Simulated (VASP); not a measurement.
A run of VASP 6.6.1 is set up as follows.

Contents of INCAR:

```
AGGAC = 1.0
AGGAX = 1.0
ALDAC = 0.0
ALDAX = 1.0
ALGO = Normal
EDIFF = 1E-7
ENCUT = 520
GGA = B5
ISIF = 2
ISMEAR = 0
IVDW = 12
LASPH = True
LCHARG = True
LELF = True
LREAL = False
LVHAR = True
LWAVE = False
NBANDS = 20
NELM = 80
PREC = Accurate
SIGMA = 0.01
VDW_A1 = 0.4298
VDW_A2 = 4.2359
VDW_S6 = 1.0
VDW_S8 = 2.6996
```

Contents of KPOINTS:

```
k-points
0
Gamma
  12 12 4
```

POSCAR

```
Al2O3
1.0
    2.9968864881      0.0000000000      0.0000000000
   -1.4984432440      2.5953798309      0.0000000000
    0.0000000000      0.0000000000      7.2250325830
Al O
2 3
Direct
    0.0000000000      0.0000000000      0.2688622910
    0.0000000000      0.0000000000      0.7311377090
    0.3333333333      0.6666666667      0.1878506196
    0.6666666667      0.3333333333      0.8121493804
    0.0000000000      0.0000000000      0.5000000000
```

Potentials or basis: VASP PAW PBE potentials, release 64 (Al, O).

Run with:

```bash
$ cat potpaw_PBE.64/Al/POTCAR potpaw_PBE.64/O/POTCAR > POTCAR
$ mpirun -np 1 vasp_std > vasp.out
```

Task: Predict the dispersion energy per atom.

Result: -0.383 eV.

Task: Estimate the largest force.

Result: 0.114 eV/Å.

Stress tensor (GPa, compression positive):
```
0.55 0.00 0.00
0.00 0.55 0.00
0.00 0.00 1.26
```

Caveat: the PAW data sets were made with another functional, which shifts forces and pressure a little.
